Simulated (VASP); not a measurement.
Set up this calculation in VASP 6.6.1, as the native input.

```yaml
Task: single point
Functional: PBEsol
Potentials_or_basis: VASP PAW PBE potentials, release 64 (Sr_sv, O)
Cutoff: 520 eV
k_mesh: 8 × 8 × 8
Occupations: gaussian, width 0.02 eV
Spin: no spin polarisation
Dipole_correction: no
Further_INCAR_settings: ALGO = Normal; EDIFF = 1e-06; NBANDS = 15
```

The structure of SrO lies in POSCAR:

```
SrO
1.0
    0.0000000000      2.5611919945      2.5611919945
    2.5611919945      0.0000000000      2.5611919945
    2.5611919945      2.5611919945      0.0000000000
Sr O
1 1
Direct
    0.0000000000      0.0000000000      0.0000000000
    0.5000000000      0.5000000000      0.5000000000
```

One way to write it, as run:

INCAR

```
PREC = Accurate ; ENCUT = 520
EDIFF = 1E-6 ; ISMEAR = 0
SIGMA = 0.02 ; LREAL = F
LASPH = T ; NELM = 80
ALGO = Normal ; ISIF = 2
LWAVE = F ; LCHARG = F
GGA = PS ; NBANDS = 15
```

KPOINTS

```
Automatic mesh
0
Gamma
  8 8 8
```

Potentials or basis: VASP PAW PBE potentials, release 64 (Sr_sv, O).

Run with:

```sh
$ cat potpaw_PBE.64/Sr_sv/POTCAR potpaw_PBE.64/O/POTCAR > POTCAR
$ mpirun -np 1 vasp_std > vasp.out
```

Results of the run:

The pressure is 0.6 GPa and the band gap on the k mesh is 3.15 eV, indirect (least direct gap 3.23 eV).

Caveat: the PAW data sets were made with another functional, which shifts forces and pressure a little.

Wall time 13 s on 1 thread of AMD EPYC 7R43 64-Core Processor (Zen 3), with other jobs on the host, peak memory 0.13 GiB.
